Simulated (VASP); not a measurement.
# Pt (I4/mmm) in VASP: further runs

Runs on Pt. Level: PBE. Tasks: relaxation of shape and atoms at fixed volume.

All numbers are computed with VASP 6.6.1; they aren't measurements. Logs are shortened: lines on timing, memory, paths and dates and some standing lists are left out, and cuts for length are marked.

## 1. The cell of the first run

It takes space group I4/mmm (No. 139, tetragonal). The conventional cell has a = 3.523 Å, b = 3.523 Å, c = 2.804 Å, α = 90.00°, β = 90.00°, γ = 90.00°. Pt (site symmetry 4/mmm) has 14 Pt at 2.80 to 3.52 Å within 3.7 Å.

## 2. Relaxation of shape and atoms at fixed volume, PBE (volume scaled by 1.10)

Input file INCAR:

```
ALGO = Fast ; EDIFF = 1E-6
EDIFFG = -0.01 ; ENCUT = 600
GGA = PE ; IBRION = 2
ISIF = 4 ; ISMEAR = 0
LASPH = True ; LCHARG = False
LREAL = False ; LWAVE = False
NELM = 80 ; NSW = 50
PREC = Accurate ; SIGMA = 0.1
```

Input file KPOINTS:

```
k-points
0
Gamma
  26 26 26
```

Input file POSCAR:

```
Pt
1.0
   -1.7613673800      1.7613673800      1.4021702554
    1.7613673800     -1.7613673800      1.4021702554
    1.7613673800      1.7613673800     -1.4021702554
Pt
1
Direct
    0.0000000000      0.0000000000      0.0000000000
```

Potentials or basis: VASP PAW PBE potentials, release 64 (Pt).

On the command line:

```sh
cat potpaw_PBE.64/Pt/POTCAR > POTCAR
mpirun -np 1 vasp_std > vasp.out
```

OUTCAR:

```text
EDIFF = 1E-6
   EDIFFG = -0.01
   ENCUT = 600
   GGA = PE
   IBRION = 2
   ISIF = 4
   ISMEAR = 0
   LASPH = True
   LREAL = False
   NELM = 80
   NSW = 50
   PREC = Accurate

 ion  position               nearest neighbor table
   1  0.000  0.000  0.000-

  LATTYP: Found a body centered tetragonal cell.
 ALAT       =     3.5227347600
 C/A-ratio  =     0.7960691627

  Lattice vectors:

 A1 = (  -1.7613673800,   1.7613673800,   1.4021702554)
 A2 = (   1.7613673800,  -1.7613673800,   1.4021702554)
 A3 = (   1.7613673800,   1.7613673800,  -1.4021702554)

Analysis of symmetry for initial positions (statically):
=====================================================================
 Subroutine PRICEL returns:
 Original cell was already a primitive cell.

 Routine SETGRP: Setting up the symmetry group for a
 body centered tetragonal supercell.

 Subroutine GETGRP returns: Found 16 space group operations
 (whereof 16 operations were pure point group operations)
 out of a pool of 16 trial point group operations.

The static configuration has the point symmetry D_4h.

Analysis of symmetry for dynamics (positions and initial velocities):
=====================================================================
 Subroutine PRICEL returns:
 Original cell was already a primitive cell.

 Routine SETGRP: Setting up the symmetry group for a
 body centered tetragonal supercell.

 Subroutine GETGRP returns: Found 16 space group operations
 (whereof 16 operations were pure point group operations)
 out of a pool of 16 trial point group operations.

The dynamic configuration has the point symmetry D_4h.

 Subroutine INISYM returns: Found 16 space group operations
 (whereof 16 operations are pure point group operations),
 and found     1 'primitive' translations

----------------------------------------------------------------------------------------

                                     Primitive cell

  volume of cell :      17.4005

  direct lattice vectors                    reciprocal lattice vectors
    -1.761367380  1.761367380  1.402170255     0.000000000  0.283870364  0.356590077
     1.761367380 -1.761367380  1.402170255     0.283870364  0.000000000  0.356590077
     1.761367380  1.761367380 -1.402170255     0.283870364  0.283870364  0.000000000

  length of vectors
     2.858480631  2.858480631  2.858480631     0.455783794  0.455783794  0.401453319

  position of ions in fractional coordinates (direct lattice)
     0.000000000  0.000000000  0.000000000

  ion indices of the primitive-cell ions
   primitive index   ion index
                 1           1

----------------------------------------------------------------------------------------

 KPOINTS: k-points

Automatic generation of k-mesh.
 Grid dimensions read from file:
 generate k-points for:   26   26   26

 Generating k-lattice:

  Cartesian coordinates                     Fractional coordinates (reciprocal lattice)
     0.000000000  0.010918091  0.013715003     0.038461538  0.000000000  0.000000000
     0.010918091  0.000000000  0.013715003     0.000000000  0.038461538  0.000000000
     0.010918091  0.010918091  0.000000000     0.000000000  0.000000000  0.038461538

  Length of vectors
     0.017530146  0.017530146  0.015440512

  Shift w.r.t. Gamma in fractional coordinates (k-lattice)
     0.000000000  0.000000000  0.000000000

 Subroutine IBZKPT returns following result:
 ===========================================

 Found   1330 irreducible k-points:

 Following reciprocal coordinates:
            Coordinates               Weight
  0.000000  0.000000  0.000000      1.000000
  0.038462  0.000000 -0.000000      8.000000
  0.076923  0.000000 -0.000000      8.000000
  0.115385  0.000000 -0.000000      8.000000
[... 41 lines left out ...]
   EDIFFG = -.1E-01   stopping-criterion for IOM
   NSW    =     50    number of steps for IOM
   IBRION =      2    ionic relax: 0-MD 1-quasi-New 2-CG
   NFREE  =      1    steps in history (QN), initial steepest desc. (CG)
   ISIF   =      4    stress and relaxation
   ISYM   =      2    0-nonsym 1-usesym 2-fastsym
   POTIM  = 0.5000    time-step for ionic-motion
   TEBEG  =    0.0;   TEEND  =   0.0 temperature during run
   PSTRESS=    0.0 pullay stress
   NELECT =      10.0000    total number of electrons
   NUPDOWN=      -1.0000    fix difference up-down
   EMIN   =  10.00;   EMAX   =-10.00  energy-range for DOS
   EFERMI =   0.00;   METHOD = LEGACY
   ISMEAR =     0;   SIGMA  =   0.10  broadening in eV -4-tet -1-fermi 0-gaus
   EFERMI_NEDOS =   21; number of points for ismear=-14 and -15
   IALGO  =     68    algorithm
   IMIX   =      4    mixing-type and parameters
     AMIX     =   0.40;   BMIX     =  1.00
     AMIX_MAG =   1.60;   BMIX_MAG =  1.00
  volume/ion in A,a.u.               =      17.40       117.42
  Fermi-wavevector in a.u.,A,eV,Ry     =   1.361093  2.572094 25.205819  1.852575
  Thomas-Fermi vector in A             =   2.487699
   LORBIT       =      0    0 simple, 1 ext, 2 COOP (PROOUT), +10 PAW based schemes
   GGA     = PE    functional components
   LHFCALC =     F    Hartree Fock is set to
   AEXX    =    0.0000 exact exchange contribution
   IVDW    =     0    specifies the selected vdW correction
   LEPSILON=     F    determine dielectric tensor
   LRPA    =     F    only Hartree local field effects (RPA)
 conjugate gradient relaxation of ions
 non-spin polarized calculation
 RMM-DIIS sequential band-by-band and
 Gauss-broadening in eV      SIGMA  =   0.10
  energy-cutoff  :      600.00
  volume of cell :       17.40
 maximum number of plane-waves:       593
   NGX = 11   NGY = 11   NGZ = 11

--------------------------------------- Ionic step        1  -------------------------------------------

 number of electron      10.0000001 magnetization

 Free energy of the ion-electron system (eV)
  ---------------------------------------------------
  ext. energy  EPLUGINS =         0.00000000
  ---------------------------------------------------
  free energy    TOTEN  =        -5.99572925 eV

  energy without entropy =       -5.98887076  energy(sigma->0) =       -5.99230000

------------------------ aborting loop because EDIFF is reached ----------------------------------------

  FORCE on cell =-STRESS in cart. coord.  units (eV):
  Direction    XX          YY          ZZ          XY          YZ          ZX
  --------------------------------------------------------------------------------------
  -------------------------------------------------------------------------------------
  Total       -1.8893195     -1.8893195     -2.0407385      0.0000000      0.0000000     -0.0000000
  in kB     -173.9623828   -173.9623828   -187.9045502      0.0000000      0.0000000     -0.0000000
  external PRESSURE =    -178.6097719 kB  Pullay stress =       0.0000000 kB

 VOLUME and BASIS-vectors are now :
 -----------------------------------------------------------------------------
  energy-cutoff  :      600.00
  volume of cell :       17.40
      direct lattice vectors                 reciprocal lattice vectors
    -1.761367380  1.761367380  1.402170255     0.000000000  0.283870364  0.356590077
     1.761367380 -1.761367380  1.402170255     0.283870364  0.000000000  0.356590077
     1.761367380  1.761367380 -1.402170255     0.283870364  0.283870364  0.000000000

 POSITION                                       TOTAL-FORCE (eV/Angst)
 -----------------------------------------------------------------------------------
      0.00000      0.00000      0.00000         0.000000      0.000000     -0.000000
 -----------------------------------------------------------------------------------
    total drift:                                0.000000      0.000000      0.000000

  FREE ENERGIE OF THE ION-ELECTRON SYSTEM (eV)
  ---------------------------------------------------
  free  energy   TOTEN  =        -5.9957292471 eV

  energy  without entropy=       -5.9888707595  energy(sigma->0) =       -5.99230000

--------------------------------------- Ionic step        2  -------------------------------------------

 number of electron      10.0000001 magnetization

 Free energy of the ion-electron system (eV)
  ---------------------------------------------------
  ext. energy  EPLUGINS =         0.00000000
  ---------------------------------------------------
  free energy    TOTEN  =        -5.99611983 eV

  energy without entropy =       -5.98931620  energy(sigma->0) =       -5.99271802

 E-fermi :   8.6992     XC(G=0): -12.6262

 val. band max:        8.6980395318   @ k =  -0.2692  -0.3846   0.0769
 cond. band min:       8.7013028413   @ k =  -0.2692   0.4615   0.1923
 fundamental gap:      0.0032633095
 Fermi energy:         8.6992359321

 k-point     1 :       0.0000    0.0000    0.0000
  band No.  band energies     occupation
      1       0.0060      2.00000
      2       4.6097      2.00000
      3       5.8937      2.00000
      4       6.5039      2.00000
      5       6.5039      2.00000
      6       8.3957      1.99998
      7      24.0778      0.00000
      8      24.0778      0.00000
      9      29.5259      0.00000
[... 265 lines left out ...]
 k-point    24 :       0.3846    0.0385   -0.0000
  band No.  band energies     occupation
      1       3.0255      2.00000
      2       4.0127      2.00000
      3       7.3195      2.00000
      4       7.9740      2.00000
      5       8.7943      0.17869
      6       9.0276      0.00000
      7      17.1981      0.00000
      8      21.6650      0.00000
      9      22.8681      0.00000

 [... further k-points ...]
[... 5 lines left out ...]
  --------------------------------------------------------------------------------------
  -------------------------------------------------------------------------------------
  Total       -1.9204983     -1.9204983     -1.9242791      0.0000000     -0.0000000     -0.0000000
  in kB     -176.8332290   -176.8332290   -177.1813454      0.0000000     -0.0000000     -0.0000000
  external PRESSURE =    -176.9492678 kB  Pullay stress =       0.0000000 kB

 VOLUME and BASIS-vectors are now :
 -----------------------------------------------------------------------------
  energy-cutoff  :      600.00
  volume of cell :       17.40
      direct lattice vectors                 reciprocal lattice vectors
    -1.765666710  1.765666710  1.395350109     0.000000000  0.283179151  0.358333007
     1.765666710 -1.765666710  1.395350109     0.283179151  0.000000000  0.358333007
     1.765666710  1.765666710 -1.395350109     0.283179151  0.283179151  0.000000000

 POSITION                                       TOTAL-FORCE (eV/Angst)
 -----------------------------------------------------------------------------------
      0.00000      0.00000      2.79070         0.000000     -0.000000      0.000000
 -----------------------------------------------------------------------------------
    total drift:                               -0.000000      0.000000      0.000000

  FREE ENERGIE OF THE ION-ELECTRON SYSTEM (eV)
  ---------------------------------------------------
  free  energy   TOTEN  =        -5.9961198321 eV

  energy  without entropy=       -5.9893162031  energy(sigma->0) =       -5.99271802

 reached required accuracy - stopping structural energy minimisation
```

Run time: 95 s. Hardware: 1 thread of Intel Xeon 6975P-C (Granite Rapids), shared host; peak memory 0.39 GiB.

What came out:

```
Free energy               : -5.9961 eV
Energy gained by relaxing : 0.4 meV/atom
Ionic steps               : 2
Pressure after relaxing   : -17.7 GPa
Band gap on the k mesh    : zero (band 5 reaches 9.30 eV, above the bottom of band 6 at 7.60 eV)
```

The path:
```tsv
step	energy change (eV)	largest force (eV/Å)	pressure (GPa)	volume (Å³)
1	0.0000	0.0000	-17.86	17.40
2	-0.0004	0.0000	-17.69	17.40
```

Final structure:
```
Pt
1.0
    -1.76567    1.76567    1.39535
     1.76567   -1.76567    1.39535
     1.76567    1.76567   -1.39535
Pt
1
Cartesian
  0.0000 0.0000 2.7907
```

Levels at points of the mesh, in eV from the Fermi level:
```tsv
k point	band 2	band 3	band 4	band 5	band 6	band 7	band 8	band 9
(0.00, 0.00, 0.00)	-4.09	-2.81	-2.20	-2.20	-0.30	15.38	15.38	20.83
(0.50, 0.00, 0.00)	-4.82	-1.32	0.36	0.39	1.14	6.39	12.38	13.38
(0.50, 0.50, 0.00)	-2.87	-2.81	-1.31	-0.35	0.45	4.19	15.31	19.04
(0.50, 0.50, 0.50)	-5.30	0.15	0.15	0.61	5.24	5.24	9.92	12.50
```

Caveat: the cell differs from its parent crystal (volume scaled by 1.10); spin-orbit coupling is left out, which moves the levels of the heavy elements.

## 3. Relaxation of shape and atoms at fixed volume, PBE (volume scaled by 0.94)

Input file INCAR:

```
ALGO = Fast ; EDIFF = 1E-6
EDIFFG = -0.01 ; ENCUT = 600
GGA = PE ; IBRION = 2
ISIF = 4 ; ISMEAR = 0
LASPH = T ; LCHARG = F
LREAL = F ; LWAVE = F
NELM = 80 ; NSW = 50
PREC = Accurate ; SIGMA = 0.1
```

KPOINTS is that of step 2.

Input file POSCAR:

```
Pt
1.0
   -1.6628728631      1.6628728631      1.3443666326
    1.6628728631     -1.6628728631      1.3443666326
    1.6628728631      1.6628728631     -1.3443666326
Pt
1
Direct
    0.0000000000      0.0000000000      0.0000000000
```

Potentials or basis: VASP PAW PBE potentials, release 64 (Pt).

On the command line:

```sh
cat potpaw_PBE.64/Pt/POTCAR > POTCAR
mpirun -np 1 vasp_std > vasp.out
```

OUTCAR:

```text
EDIFF = 1E-6
   EDIFFG = -0.01
   ENCUT = 600
   GGA = PE
   IBRION = 2
   ISIF = 4
   ISMEAR = 0
   LASPH = T
   LREAL = F
   NELM = 80
   NSW = 50
   PREC = Accurate

 ion  position               nearest neighbor table
   1  0.000  0.000  0.000-

  LATTYP: Found a body centered tetragonal cell.
 ALAT       =     3.3257457262
 C/A-ratio  =     0.8084602632

  Lattice vectors:

 A1 = (  -1.6628728631,   1.6628728631,   1.3443666326)
 A2 = (   1.6628728631,  -1.6628728631,   1.3443666326)
 A3 = (   1.6628728631,   1.6628728631,  -1.3443666326)

Analysis of symmetry for initial positions (statically):
=====================================================================
 Subroutine PRICEL returns:
 Original cell was already a primitive cell.

 Routine SETGRP: Setting up the symmetry group for a
 body centered tetragonal supercell.

[... 249 lines left out ...]
 E-fermi :  11.5041     XC(G=0): -13.5626

 val. band max:       11.5037840943   @ k =  -0.1538   0.4231   0.1154
 cond. band min:      11.5046209251   @ k =   0.3462   0.1154   0.1154
 fundamental gap:      0.0008368308
 Fermi energy:        11.5041041660

 k-point     1 :       0.0000    0.0000    0.0000
  band No.  band energies     occupation
      1       1.1670      2.00000
      2       6.3812      2.00000
      3       8.2281      2.00000
      4       8.5012      2.00000
      5       8.5012      2.00000
      6      11.0799      2.00000
      7      27.0784      0.00000
      8      27.0784      0.00000
      9      32.0996      0.00000
[... 265 lines left out ...]
 k-point    24 :       0.3846    0.0385    0.0000
  band No.  band energies     occupation
      1       4.3192      2.00000
      2       5.5378      2.00000
      3       9.6557      2.00000
      4      10.3917      2.00000
      5      11.6455      0.04555
      6      11.7522      0.00045
      7      21.1449      0.00000
      8      24.8087      0.00000
      9      27.0796      0.00000

 [... further k-points ...]
[... 5 lines left out ...]
  --------------------------------------------------------------------------------------
  -------------------------------------------------------------------------------------
  Total        1.5816500      1.5816500      1.5803384      0.0000000      0.0000000     -0.0000000
  in kB      170.4218072    170.4218072    170.2804809      0.0000000      0.0000000     -0.0000000
  external PRESSURE =     170.3746985 kB  Pullay stress =       0.0000000 kB
[... 16 lines left out ...]
  FREE ENERGIE OF THE ION-ELECTRON SYSTEM (eV)
  ---------------------------------------------------
  free  energy   TOTEN  =        -6.0485335705 eV

  energy  without entropy=       -6.0432660401  energy(sigma->0) =       -6.04589981

 reached required accuracy - stopping structural energy minimisation
```

OSZICAR:

```text
N       E                     dE             d eps       ncg     rms          rms(c)
DAV:   1     0.420156346573E+02    0.42016E+02   -0.60668E+03 24349   0.117E+03
DAV:   2    -0.595237409262E+01   -0.47968E+02   -0.46145E+02 25341   0.201E+02
DAV:   3    -0.644755677824E+01   -0.49518E+00   -0.48844E+00 28332   0.208E+01
[... 17 lines left out ...]
       N       E                     dE             d eps       ncg     rms          rms(c)
DAV:   1    -0.604862807417E+01   -0.12270E-03   -0.70476E-03 24761   0.759E-01    0.517E-02
RMM:   2    -0.604855617439E+01    0.71900E-04   -0.34643E-05 23940   0.571E-02    0.238E-02
RMM:   3    -0.604853365662E+01    0.22518E-04   -0.22626E-05 23940   0.444E-02    0.650E-03
RMM:   4    -0.604853357046E+01    0.86159E-07   -0.11196E-06 16068   0.124E-02
   3 F= -.60485336E+01 E0= -.60458998E+01  d E =-.201098E-03
```

It took 3.3 min on 1 thread of Oxide Virtual Turin-like, shared host; peak memory 0.33 GiB.

Results:

```yaml
Free_energy: -6.0485 eV
Energy_gained_by_relaxing: 0.2 meV/atom
Ionic_steps: 3
Pressure_after_relaxing: 17.0 GPa
Band_gap_on_the_k_mesh: zero (band 5 reaches 12.31 eV, above the bottom of band 6 at 10.05 eV)
```

Step by step:
```tsv
step	energy change (eV)	largest force (eV/Å)	pressure (GPa)	volume (Å³)
1	0.0000	0.0000	17.15	14.87
2	-0.0002	0.0000	16.98	14.87
3	-0.0002	0.0000	17.04	14.87
```

Final structure:
```xyz
1
Lattice="-1.6603 1.6603 1.3485 1.6603 -1.6603 1.3485 1.6603 1.6603 -1.3485" Properties=species:S:1:pos:R:3 pbc="T T T"
Pt    0.0000    0.0000    0.0000
```

Caveat: the cell differs from its parent crystal (volume scaled by 0.94); spin-orbit coupling is left out, which moves the levels of the heavy elements.

## 4. Relaxation of shape and atoms at fixed volume, PBE (volume scaled by 0.97)

Input file INCAR:

```
ALGO = Fast
EDIFF = 1E-6
EDIFFG = -0.01
ENCUT = 600
GGA = PE
IBRION = 2
ISIF = 4
ISMEAR = 0
LASPH = True
LCHARG = False
LREAL = False
LWAVE = False
NELM = 60
NSW = 50
PREC = Accurate
SIGMA = 0.1
```

KPOINTS is that of step 3.

Input file POSCAR:

```
Pt
1.0
   -1.6831019514      1.6831019514      1.3541252936
    1.6831019514     -1.6831019514      1.3541252936
    1.6831019514      1.6831019514     -1.3541252936
Pt
1
Direct
    0.0000000000      0.0000000000      0.0000000000
```

On the command line:

```sh
cat potpaw_PBE.64/Pt/POTCAR > POTCAR
mpirun -np 1 vasp_std > vasp.out
```

Wall time 3.6 min (1 thread of Oxide Virtual Turin-like, shared host); peak memory 0.33 GiB.

It converged, with:

- Free energy: -6.0844 eV
- Energy gained by relaxing: 0.2 meV/atom
- Ionic steps: 3
- Pressure after relaxing: 7.5 GPa
- Band gap on the k mesh: zero (band 5 reaches 11.66 eV, above the bottom of band 6 at 9.51 eV)

The path:
| step | energy change (eV) | largest force (eV/Å) | pressure (GPa) | volume (Å³) |
| --- | --- | --- | --- | --- |
| 1 | 0.0000 | 0.0000 | 7.60 | 15.34 |
| 2 | -0.0002 | 0.0000 | 7.44 | 15.34 |
| 3 | -0.0002 | 0.0000 | 7.48 | 15.34 |

Final structure:
```yaml
crystal:
  lattice:
    - [-1.68043, 1.68043, 1.35844]
    - [1.68043, -1.68043, 1.35844]
    - [1.68043, 1.68043, -1.35844]
  atoms:
    - { symbol: Pt, position: [0.00000, 0.00000, 0.00000] }
```

Levels at points of the mesh, in eV from the Fermi level:
| k point | band 1 | band 2 | band 3 | band 4 | band 5 | band 6 | band 7 | band 8 | band 9 |
| --- | --- | --- | --- | --- | --- | --- | --- | --- | --- |
| (0.00, 0.00, 0.00) | -9.99 | -4.90 | -3.17 | -2.83 | -2.83 | -0.40 | 15.57 | 15.57 | 20.65 |
| (0.50, 0.00, 0.00) | -6.97 | -5.84 | -1.60 | 0.37 | 0.60 | 0.70 | 7.31 | 12.55 | 14.30 |
| (0.50, 0.50, 0.00) | -7.35 | -3.66 | -3.28 | -1.54 | -0.83 | 0.61 | 5.15 | 14.95 | 19.76 |
| (0.50, 0.50, 0.50) | -6.85 | -6.55 | 0.22 | 0.22 | 0.76 | 5.52 | 5.52 | 11.83 | 12.44 |

Caveat: the cell differs from its parent crystal (volume scaled by 0.97); spin-orbit coupling is left out, which moves the levels of the heavy elements.

## 5. Summary

```tsv
cell	gap on the mesh (eV)	pressure (GPa)
relaxed from a = 2.858 Å, angles 103.9, 103.9, 121.2°, 1 atom	none	-17.7
relaxed from a = 2.709 Å, angles 104.3, 104.3, 120.5°, 1 atom	none	17.0
relaxed from a = 2.738 Å, angles 104.2, 104.2, 120.7°, 1 atom	none	7.5
```

Alike in all rows: task relaxation of shape and atoms at fixed volume; level PBE; potentials or basis VASP PAW PBE potentials, release 64 (Pt); no spin polarisation; k mesh 26 × 26 × 26; cutoff (eV) 600; smearing gaussian 0.1 eV.

Caveats: spin-orbit coupling is left out, which moves the levels of the heavy elements.

Absolute energies hang on the potentials; compare differences alone.
